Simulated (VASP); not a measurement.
Runs of VASP 6.6.1 on BN. The structure is that of space group P6_3mc (No. 186), or close to it. The cells are those of the table. 

| task | level | cell | k mesh | cutoff (eV) | smearing | gap on the mesh (eV) | pressure (GPa) |
| --- | --- | --- | --- | --- | --- | --- | --- |
| single point | PBE | a = 2.544, b = 2.544, c = 4.208 Å, angles 90.0, 90.0, 120.0°, 4 atoms | 6 × 6 × 4 | 520 | gaussian 0.01 eV | 5.19 | 5.0 |
| single point | r2SCAN | a = 2.544, b = 2.544, c = 4.208 Å, angles 90.0, 90.0, 120.0°, 4 atoms | 12 × 12 × 6 | 520 | fermi-dirac 0.02 eV | 5.72 | (a) |
| relaxation of cell and atoms | r2SCAN | relaxed from a = 2.554, b = 2.554, c = 4.224 Å, angles 90.0, 90.0, 120.0°, 4 atoms | 12 × 12 × 6 | 600 | fermi-dirac 0.02 eV | 5.72 | 0.0 |
| single point | PBE | a = 2.544, b = 2.544, c = 4.208 Å, angles 90.0, 90.0, 120.0°, 4 atoms | 12 × 12 × 6 | 520 | fermi-dirac 0.02 eV | 5.19 | 4.9 |
| dielectric tensor | r2SCAN | a = 2.544, b = 2.544, c = 4.208 Å, angles 90.0, 90.0, 120.0°, 4 atoms | 9 × 9 × 6 | 520 | gaussian 0.01 eV | 5.72 | - |

Alike in all rows: potentials or basis VASP PAW PBE potentials, release 64 (B, N); no spin polarisation.

**Question.** Fill in the values left out.

**Answer.** (a) 1.1.

Caveats: some runs use coarse meshes; the PAW data sets were made with another functional, which shifts forces and pressure a little (at least some runs); the cell stands under pressure (at least some runs); an odd mesh through Γ misses points on the zone boundary, where band edges can lie (at least some runs).
